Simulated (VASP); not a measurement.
# CoSi2 (Fm-3m) in VASP: a series of runs

The runs below take CoSi2 through single point, with PBEsol.

Program: VASP 6.6.1. These are calculated values, not measurements. Logs are shortened: lines on timing, memory, paths and dates and some standing lists are left out, and cuts for length are marked.

**1. The cell of the first run**

Symmetry: Fm-3m, No. 225, cubic system. Conventional cell: a = 5.517 Å, b = 5.517 Å, c = 5.517 Å, α = 90.00°, β = 90.00°, γ = 90.00°. Co (site symmetry m-3m) has 8 Si at 2.39 Å within 3.2 Å. Si (site symmetry -43m) has 4 Co at 2.39 Å and 6 Si at 2.76 Å within 3.2 Å.

**2. Single point, PBEsol, collinear spin, ferromagnetic start (13.99 Å³/atom)**

INCAR

```
SYSTEM = CoSi2
ALGO = Normal ; EDIFF = 1E-6
ENCUT = 520 ; GGA = PS
ISIF = 2 ; ISMEAR = 0
ISPIN = 2 ; LASPH = .True.
LCHARG = .False. ; LMAXMIX = 4
LORBIT = 11 ; LREAL = .False.
LWAVE = .False. ; MAGMOM = 1.925 0 0
NBANDS = 20 ; NELM = 150
NUPDOWN = 1.925 ; PREC = Accurate
SIGMA = 0.15
```

KPOINTS

```
k-points
0
Gamma
  14 14 14
  0 0 0
```

POSCAR

```
CoSi2
1.0
    0.0000000000      2.7585956939      2.7585956939
    2.7585956939      0.0000000000      2.7585956939
    2.7585956939      2.7585956939      0.0000000000
Co Si
1 2
Direct
    0.0000000000      0.0000000000      0.0000000000
    0.2500000000      0.2500000000      0.2500000000
    0.7500000000      0.7500000000      0.7500000000
```

Potentials or basis: VASP PAW PBE potentials, release 64 (Co, Si).

Command:

```console
cat potpaw_PBE.64/Co/POTCAR potpaw_PBE.64/Si/POTCAR > POTCAR
mpirun -np 1 vasp_std > vasp.out
```

OUTCAR:

```text
SYSTEM = CoSi2
   EDIFF = 1E-6
   ENCUT = 520
   GGA = PS
   ISIF = 2
   ISMEAR = 0
   ISPIN = 2
   LASPH = .True.
   LORBIT = 11
   LREAL = .False.
   NELM = 150
   NUPDOWN = 1.925
   PREC = Accurate

 ion  position               nearest neighbor table
   1  0.000  0.000  0.000-   3 2.39   2 2.39   3 2.39   2 2.39   3 2.39   3 2.39   2 2.39   2 2.39

   2  0.250  0.250  0.250-   1 2.39   1 2.39   1 2.39   1 2.39   3 2.76   3 2.76   3 2.76   3 2.76
                             3 2.76   3 2.76
   3  0.750  0.750  0.750-   1 2.39   1 2.39   1 2.39   1 2.39   2 2.76   2 2.76   2 2.76   2 2.76
                             2 2.76   2 2.76

  LATTYP: Found a face centered cubic cell.
 ALAT       =     5.5171913878

  Lattice vectors:

 A1 = (   0.0000000000,   2.7585956939,   2.7585956939)
 A2 = (   2.7585956939,   0.0000000000,   2.7585956939)
 A3 = (   2.7585956939,   2.7585956939,   0.0000000000)

Analysis of symmetry for initial positions (statically):
=====================================================================
 Subroutine PRICEL returns:
 Original cell was already a primitive cell.

 Routine SETGRP: Setting up the symmetry group for a
 face centered cubic supercell.

 Subroutine GETGRP returns: Found 48 space group operations
 (whereof 48 operations were pure point group operations)
 out of a pool of 48 trial point group operations.

The static configuration has the point symmetry O_h .

Analysis of symmetry for dynamics (positions and initial velocities):
=====================================================================
 Subroutine PRICEL returns:
 Original cell was already a primitive cell.

 Routine SETGRP: Setting up the symmetry group for a
 face centered cubic supercell.

 Subroutine GETGRP returns: Found 48 space group operations
 (whereof 48 operations were pure point group operations)
 out of a pool of 48 trial point group operations.

The dynamic configuration has the point symmetry O_h .

Analysis of structural, dynamic, and magnetic symmetry:
=====================================================================
 Subroutine PRICEL returns:
 Original cell was already a primitive cell.

 Routine SETGRP: Setting up the symmetry group for a
 face centered cubic supercell.

 Subroutine GETGRP returns: Found 48 space group operations
 (whereof 48 operations were pure point group operations)
 out of a pool of 48 trial point group operations.

The overall configuration has the point symmetry O_h .

 Subroutine INISYM returns: Found 48 space group operations
 (whereof 48 operations are pure point group operations),
 and found     1 'primitive' translations

----------------------------------------------------------------------------------------

                                     Primitive cell

  volume of cell :      41.9850

  direct lattice vectors                    reciprocal lattice vectors
     0.000000000  2.758595694  2.758595694    -0.181251642  0.181251642  0.181251642
     2.758595694  0.000000000  2.758595694     0.181251642 -0.181251642  0.181251642
     2.758595694  2.758595694  0.000000000     0.181251642  0.181251642 -0.181251642

  length of vectors
     3.901243443  3.901243443  3.901243443     0.313937053  0.313937053  0.313937053

  position of ions in fractional coordinates (direct lattice)
     0.000000000  0.000000000  0.000000000
     0.250000000  0.250000000  0.250000000
     0.750000000  0.750000000  0.750000000

  ion indices of the primitive-cell ions
   primitive index   ion index
                 1           1
                 2           2
                 3           3

----------------------------------------------------------------------------------------

 KPOINTS: k-points

Automatic generation of k-mesh.
 Grid dimensions read from file:
 generate k-points for:   14   14   14

 Generating k-lattice:

  Cartesian coordinates                     Fractional coordinates (reciprocal lattice)
    -0.012946546  0.012946546  0.012946546     0.071428571  0.000000000  0.000000000
     0.012946546 -0.012946546  0.012946546     0.000000000  0.071428571  0.000000000
     0.012946546  0.012946546 -0.012946546     0.000000000  0.000000000  0.071428571

  Length of vectors
     0.022424075  0.022424075  0.022424075

  Shift w.r.t. Gamma in fractional coordinates (k-lattice)
     0.000000000  0.000000000  0.000000000

 Subroutine IBZKPT returns following result:
 ===========================================

 Found    104 irreducible k-points:

 Following reciprocal coordinates:
            Coordinates               Weight
  0.000000  0.000000  0.000000      1.000000
  0.071429  0.000000  0.000000      8.000000
  0.142857  0.000000  0.000000      8.000000
  0.214286  0.000000  0.000000      8.000000
  0.285714  0.000000  0.000000      8.000000
  0.357143  0.000000  0.000000      8.000000
[... 16 lines left out ...]
  0.214286  0.142857  0.000000     24.000000
  0.285714  0.142857  0.000000     24.000000
 [... further k-points ...]
   k-points           NKPTS =    104   k-points in BZ     NKDIM =    104   number of bands    NBANDS=     20
   number of dos      NEDOS =    301   number of ions     NIONS =      3
   total plane-waves  NPLWV =  27000
   dimension x,y,z NGX =    30 NGY =   30 NGZ =   30
   dimension x,y,z NGXF=    60 NGYF=   60 NGZF=   60
   ions per type =               1   2
   NGX,Y,Z   is equivalent  to a cutoff of  12.78, 12.78, 12.78 a.u.
   NGXF,Y,Z  is equivalent  to a cutoff of  25.57, 25.57, 25.57 a.u.
 SYSTEM =  CoSi2
   PREC   = accura    normal or accurate (medium, high low for compatibility)
   ISTART =      0    job   : 0-new  1-cont  2-samecut
   ICHARG =      2    charge: 1-file 2-atom 10-const
   ISPIN  =      2    spin polarized calculation?
   LNONCOLLINEAR =      F non collinear calculations
   LSORBIT =      F    spin-orbit coupling
   LASPH  =      T    aspherical Exc in radial PAW
   ENCUT  =  520.0 eV  38.22 Ry    6.18 a.u.   7.25  7.25  7.25*2*pi/ulx,y,z
   NELM   =    150;   NELMIN=  2; NELMDL= -5     # of ELM steps
   EDIFF  = 0.1E-05   stopping-criterion for ELM
   LREAL  =      F    real-space projection
   EDIFFG = 0.1E-04   stopping-criterion for IOM
   NSW    =      0    number of steps for IOM
   IBRION =     -1    ionic relax: 0-MD 1-quasi-New 2-CG
   NFREE  =      0    steps in history (QN), initial steepest desc. (CG)
   ISIF   =      2    stress and relaxation
   ISYM   =      2    0-nonsym 1-usesym 2-fastsym
   POTIM  = 0.5000    time-step for ionic-motion
   TEBEG  =    0.0;   TEEND  =   0.0 temperature during run
   PSTRESS=    0.0 pullay stress
   NELECT =      17.0000    total number of electrons
   NUPDOWN=       1.9250    fix difference up-down
   EMIN   =  10.00;   EMAX   =-10.00  energy-range for DOS
   EFERMI =   0.00;   METHOD = LEGACY
   ISMEAR =     0;   SIGMA  =   0.15  broadening in eV -4-tet -1-fermi 0-gaus
   EFERMI_NEDOS =   21; number of points for ismear=-14 and -15
   IALGO  =     38    algorithm
   IMIX   =      4    mixing-type and parameters
     AMIX     =   0.40;   BMIX     =  1.00
     AMIX_MAG =   1.60;   BMIX_MAG =  1.00
  volume/ion in A,a.u.               =      13.99        94.44
  Fermi-wavevector in a.u.,A,eV,Ry     =   1.211136  2.288716 19.957727  1.466852
  Thomas-Fermi vector in A             =   2.346661
   LORBIT       =     11    0 simple, 1 ext, 2 COOP (PROOUT), +10 PAW based schemes
   GGA     = PS    functional components
   LHFCALC =     F    Hartree Fock is set to
   AEXX    =    0.0000 exact exchange contribution
   IVDW    =     0    specifies the selected vdW correction
   LEPSILON=     F    determine dielectric tensor
   LRPA    =     F    only Hartree local field effects (RPA)
 spin polarized calculation
 Gauss-broadening in eV      SIGMA  =   0.15
  energy-cutoff  :      520.00
  volume of cell :       41.98
 maximum number of plane-waves:      1158
 NGX is ok and might be reduce to    30
   NGX = 15   NGY = 15   NGZ = 15

 number of electron      16.9999994 magnetization       1.9249999

 Free energy of the ion-electron system (eV)
  ---------------------------------------------------
  ext. energy  EPLUGINS =         0.00000000
  ---------------------------------------------------
  free energy    TOTEN  =       -19.50706489 eV

  energy without entropy =      -19.48158309  energy(sigma->0) =      -19.49432399

 E-fermi :   8.2855     XC(G=0): -11.4551

 val. band max:       10.4549577027   @ k =  -0.3571   0.2143   0.0000
 cond. band min:       8.2886343583   @ k =  -0.4286   0.2143   0.0000
 fundamental gap:     -2.1663233443
 Fermi energy:        10.4739319118

 spin component 1

 k-point     1 :       0.0000    0.0000    0.0000
  band No.  band energies     occupation
      1      -3.7653      1.00000
      2       4.6688      1.00000
      3       4.6688      1.00000
      4       4.6688      1.00000
      5       6.4487      1.00000
      6       6.4487      1.00000
[... 12 lines left out ...]
     19      18.6250      0.00000
     20      21.7852      0.00000
[... 507 lines left out ...]
 k-point    24 :       0.2857    0.1429    0.0000
  band No.  band energies     occupation
      1      -2.7170      1.00000
      2       3.0021      1.00000
      3       4.8296      1.00000
      4       4.8766      1.00000
      5       5.8643      1.00000
      6       6.5836      1.00000
[... 12 lines left out ...]
     19      22.5003      0.00000
     20      24.5283      0.00000

 [... further k-points ...]

 spin component 2

 k-point     1 :       0.0000    0.0000    0.0000
  band No.  band energies     occupation
      1      -3.3941      1.00000
      2       5.4031      1.00000
      3       5.4031      1.00000
      4       5.4031      1.00000
      5       7.5073      1.00000
      6       7.5073      1.00000
[... 12 lines left out ...]
     19      18.9475      0.00000
     20      22.2432      0.00000
[... 507 lines left out ...]
 k-point    24 :       0.2857    0.1429    0.0000
  band No.  band energies     occupation
      1      -2.3445      1.00000
      2       3.5131      1.00000
      3       5.5075      1.00000
      4       5.5878      1.00000
      5       6.6850      1.00000
      6       7.6595      1.00000
[... 12 lines left out ...]
     19      22.8608      0.00000
     20      24.9594      0.00000

 [... further k-points ...]
[... 5 lines left out ...]
  --------------------------------------------------------------------------------------
  -------------------------------------------------------------------------------------
  Total       -1.3318650     -1.3318650     -1.3318650      0.0000000      0.0000000      0.0000000
  in kB      -50.8249123    -50.8249123    -50.8249123      0.0000000      0.0000000      0.0000000
  external PRESSURE =     -50.8249123 kB  Pullay stress =       0.0000000 kB

 VOLUME and BASIS-vectors are now :
 -----------------------------------------------------------------------------
  energy-cutoff  :      520.00
  volume of cell :       41.98
      direct lattice vectors                 reciprocal lattice vectors
     0.000000000  2.758595694  2.758595694    -0.181251642  0.181251642  0.181251642
     2.758595694  0.000000000  2.758595694     0.181251642 -0.181251642  0.181251642
     2.758595694  2.758595694  0.000000000     0.181251642  0.181251642 -0.181251642

 POSITION                                       TOTAL-FORCE (eV/Angst)
 -----------------------------------------------------------------------------------
      0.00000      0.00000      0.00000         0.000000     -0.000000      0.000000
      1.37930      1.37930      1.37930        -0.000000     -0.000000      0.000000
      4.13789      4.13789      4.13789         0.000000      0.000000     -0.000000
 -----------------------------------------------------------------------------------
    total drift:                                0.000000     -0.000000     -0.000000

  FREE ENERGIE OF THE ION-ELECTRON SYSTEM (eV)
  ---------------------------------------------------
  free  energy   TOTEN  =       -19.5070648928 eV

  energy  without entropy=      -19.4815830913  energy(sigma->0) =      -19.49432399

 total charge

# of ion       s       p       d       tot
------------------------------------------
    1        0.504   0.614   7.460   8.578
    2        0.770   0.802   0.000   1.573
    3        0.770   0.802   0.000   1.573
--------------------------------------------------
tot          2.044   2.219   7.460  11.724

 magnetization (x)

# of ion       s       p       d       tot
------------------------------------------
    1        0.014   0.136   1.090   1.241
    2        0.062   0.084   0.000   0.146
    3        0.062   0.084   0.000   0.146
--------------------------------------------------
tot          0.138   0.305   1.090   1.533
```

Run time: 4.2 min. Hardware: 1 thread of Intel Xeon 8259CL, shared host; peak memory 0.28 GiB.

Results:

```
Free energy                                           : -19.5071 eV
Pressure                                              : -5.1 GPa
Net moment                                            : 1.92 μB per cell
Site moments                                          : Co +1.24; Si +0.15 μB
Valence electrons inside the program's atomic spheres : Co 8.58; Si 1.57
```

Caveat: the cell stands under tension; the PAW data sets were made with another functional, which shifts forces and pressure a little; the total moment is fixed, so each spin has its own Fermi level.

**3. Single point, PBEsol, collinear spin, ferromagnetic start (12.50 Å³/atom)**

This run uses another cell than the first one, of 12.50 Å³/atom.

INCAR

```
ALGO = Normal
EDIFF = 1E-6
ENCUT = 520
GGA = PS
ISIF = 2
ISMEAR = 0
ISPIN = 2
LASPH = T
LCHARG = F
LMAXMIX = 4
LORBIT = 11
LREAL = F
LWAVE = F
MAGMOM = 0.275 0 0
NBANDS = 20
NELM = 150
NUPDOWN = 0.275
PREC = Accurate
SIGMA = 0.15
```

KPOINTS

```
k-points
0
Gamma
  14 14 14
```

POSCAR

```
CoSi2
1.0
    0.0000000000      2.6563531747      2.6563531747
    2.6563531747      0.0000000000      2.6563531747
    2.6563531747      2.6563531747      0.0000000000
Co Si
1 2
Direct
    0.0000000000      0.0000000000      0.0000000000
    0.2500000000      0.2500000000      0.2500000000
    0.7500000000      0.7500000000      0.7500000000
```

Potentials or basis: VASP PAW PBE potentials, release 64 (Co, Si).

Command:

```console
cat potpaw_PBE.64/Co/POTCAR potpaw_PBE.64/Si/POTCAR > POTCAR
mpirun -np 1 vasp_std > vasp.out
```

Wall time 3.1 min (1 thread of Intel Xeon 8259CL, shared host); peak memory 0.25 GiB.

Results (log left out):

```
Free energy                                           : -20.9571 eV
Pressure                                              : 0.6 GPa
Net moment                                            : 0.28 μB per cell
Site moments                                          : Co +0.17; Si +0.02 μB
Valence electrons inside the program's atomic spheres : Co 8.93; Si 1.60
```

Caveat: the PAW data sets were made with another functional, which shifts forces and pressure a little; the total moment is fixed, so each spin has its own Fermi level.
